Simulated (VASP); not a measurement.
A run of VASP 6.6.1:

File INCAR:

```
PREC     = Accurate       # precision mode
ENCUT    = 520            # plane-wave cutoff, eV
EDIFF    = 1E-7           # SCF threshold, eV
ISMEAR   = 0              # smearing method
SIGMA    = 0.05           # smearing width, eV
LREAL    = F              # projectors in reciprocal space
LASPH    = T              # aspherical terms in the spheres
NELM     = 80             # most SCF steps
ALGO     = Normal         # electronic algorithm
ISIF     = 2              # what is computed and relaxed
LWAVE    = F              # write WAVECAR
LCHARG   = F              # write CHGCAR
GGA      = PE             # functional
NBANDS   = 28             # bands
```

The input KPOINTS:

```
regular mesh
0
Gamma
  8 8 6
```

File POSCAR:

```
PbO
1.0
    3.7756800000      0.0000000000      0.0000000000
    0.0000000000      3.7756800000      0.0000000000
    0.0000000000      0.0000000000      4.7709000000
Pb O
2 2
Direct
    0.0000000000      0.5000000000      0.2351000000
    0.5000000000      0.0000000000      0.7649000000
    0.0000000000      0.0000000000      0.0000000000
    0.5000000000      0.5000000000      0.0000000000
```

Potentials or basis: VASP PAW PBE potentials, release 64 (Pb_d, O).

Run with:

```console
$ cat potpaw_PBE.64/Pb_d/POTCAR potpaw_PBE.64/O/POTCAR > POTCAR
$ mpirun -np 1 vasp_std > vasp.out
```

Hardware: 1 thread of Intel(R) Xeon(R) 6975P-C (Granite Rapids), on a shared host.

Task: How long does it take, and how much memory?

Result: Run time: 40 s on 1 thread of Intel(R) Xeon(R) 6975P-C (Granite Rapids), on a shared host, peak memory 0.23 GiB. Counts: scf iterations 17, k points 60.
